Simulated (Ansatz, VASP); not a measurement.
**Ti: VASP beside Ansatz**

```
CELL_PARAMETERS angstrom
-1.64100 1.64100 1.64100
1.64100 -1.64100 1.64100
1.64100 1.64100 -1.64100
ATOMIC_POSITIONS crystal
Ti 0.00000 0.00000 0.00000
```

Alike in both runs: task relaxation of cell and atoms; functional RPBE; dispersion D3(BJ); k mesh 11 × 11 × 11; occupations fermi-dirac, width 0.05 eV; no spin polarisation.

|  | VASP | Ansatz |
| --- | --- | --- |
| version | VASP 6.6.1 | Ansatz 0.2.0 |
| potentials or method | VASP PAW PBE potentials, release 64 (Ti_sv) | Ansatz PAW |
| plane-wave cutoff (eV) | 600 | 420 |
| valence electrons in the cell | 12 | 12 |

Ansatz gave:

- gap on the k mesh at the Fermi level, each at its own relaxed structure (eV): none
- relaxed volume (Å³/atom): 12.42
- relaxed cell length with the largest relative difference (Å): 2.527

Problem. Which values does VASP return?

Solution. gap on the k mesh at the Fermi level, each at its own relaxed structure (eV): none; relaxed volume (Å³/atom): 12.36; relaxed cell length with the largest relative difference (Å): 2.523.

VASP's potentials were made for PBE, not for RPBE. A gap of «none» marks a metal or a gap that the smearing closes.

Noted on VASP's run: the volume moved by over 15 % at a fixed basis, so the end points are rough. Noted on Ansatz's run: the volume moved by over 15 % at a fixed basis, so the end points are rough; the plane-wave basis is chosen anew once the cell has moved, so the energies of steps on either side of that aren't comparable.
